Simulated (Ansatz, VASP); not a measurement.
C in VASP and in Ansatz

File INCAR:

```
SYSTEM = C
PREC = Accurate
ENCUT = 520
EDIFF = 1E-6
ISMEAR = 0
SIGMA = 0.05
LREAL = .FALSE.
LASPH = .TRUE.
NELM = 60
ALGO = Normal
ISIF = 2
LWAVE = .FALSE.
LCHARG = .TRUE.
GGA = PE
LELF = .TRUE.
LVHAR = .TRUE.
NBANDS = 36
```

File KPOINTS:

```
regular mesh
0
G
  12 12 2
  0 0 0
```

Contents of POSCAR:

```
C
1.0
    2.5205457478     -0.1386300161     -0.1386300161
   -1.3803299896      2.2521716571     -0.0507421076
   -0.6836011873     -0.6836011873     12.4291124965
C
12
Direct
    0.0000000000      0.0000000000      0.1868593266
    0.0000000000      0.0000000000      0.6868593266
    0.0000000000      0.0000000000      0.3131406734
    0.0000000000      0.0000000000      0.8131406734
    0.3333333333      0.6666666667      0.5207665411
    0.6666666667      0.3333333333      0.0207665411
    0.3333333333      0.6666666667      0.9792334589
    0.6666666667      0.3333333333      0.4792334589
    0.3333333333      0.6666666667      0.6450950823
    0.6666666667      0.3333333333      0.1450950823
    0.3333333333      0.6666666667      0.8549049177
    0.6666666667      0.3333333333      0.3549049177
```

Input for Ansatz:

```yaml
crystal:
  lattice:
    - [2.5205457478, -0.1386300161, -0.1386300161]
    - [-1.3803299896, 2.2521716571, -0.0507421076]
    - [-0.6836011873, -0.6836011873, 12.4291124965]
  atoms:
    - { symbol: C, position: [0.0, 0.0, 0.1868593266] }
    - { symbol: C, position: [0.0, 0.0, 0.6868593266] }
    - { symbol: C, position: [0.0, 0.0, 0.3131406734] }
    - { symbol: C, position: [0.0, 0.0, 0.8131406734] }
    - { symbol: C, position: [0.3333333333, 0.6666666667, 0.5207665411] }
    - { symbol: C, position: [0.6666666667, 0.3333333333, 0.0207665411] }
    - { symbol: C, position: [0.3333333333, 0.6666666667, 0.9792334589] }
    - { symbol: C, position: [0.6666666667, 0.3333333333, 0.4792334589] }
    - { symbol: C, position: [0.3333333333, 0.6666666667, 0.6450950823] }
    - { symbol: C, position: [0.6666666667, 0.3333333333, 0.1450950823] }
    - { symbol: C, position: [0.3333333333, 0.6666666667, 0.8549049177] }
    - { symbol: C, position: [0.6666666667, 0.3333333333, 0.3549049177] }
basis:
  ecutwfc: 520.0
kpoints:
  mp_grid: { grid: [12, 12, 2] }
hamiltonian:
  xc: pbe
  pseudopotentials: { kind: paw, azcp: { folder: soft_1 } }
scf:
  occupations: { method: gaussian, width: 0.05 }
output:
  forces: true
  stress: true
  eigenvalues: true
  write_density: true
  write_potential: true
  elf: true
  volumetric_format: npy
```

Change from the starting cell: equal engineering shear yz, xz and xy -0.1100, equal normal strain along x, y and z +0.0000.

Alike in both runs: task single point; functional PBE; k mesh 12 × 12 × 2; occupations gaussian, width 0.05 eV; no spin polarisation.

```csv
,VASP,Ansatz
version,VASP 6.6.1,Ansatz 0.2.0
potentials or method,"VASP PAW PBE potentials, release 64 (C), cutoff 520 eV","scalar-relativistic, plane waves, PAW"
valence electrons in the cell,48,48
```

Ansatz gave:

- gap on the k mesh at the Fermi level (eV): 1.29
- least direct gap on the mesh (eV): 2.47
- pressure (GPa): 11.8
- traceless stress, the component that is largest in VASP (GPa): 60.26
- rms of the force components (eV/Å): 0.755

Task: Which values does VASP return?

Result: gap on the k mesh at the Fermi level (eV): 1.28; least direct gap on the mesh (eV): 2.46; pressure (GPa): 12.4; traceless stress, the component that is largest in VASP (GPa): 60.50; rms of the force components (eV/Å): 0.773.

Atom by atom the forces differ by 0.021 eV/Å (rms over components). With one functional, cell and mesh, what is left measures potentials, basis and numerics.
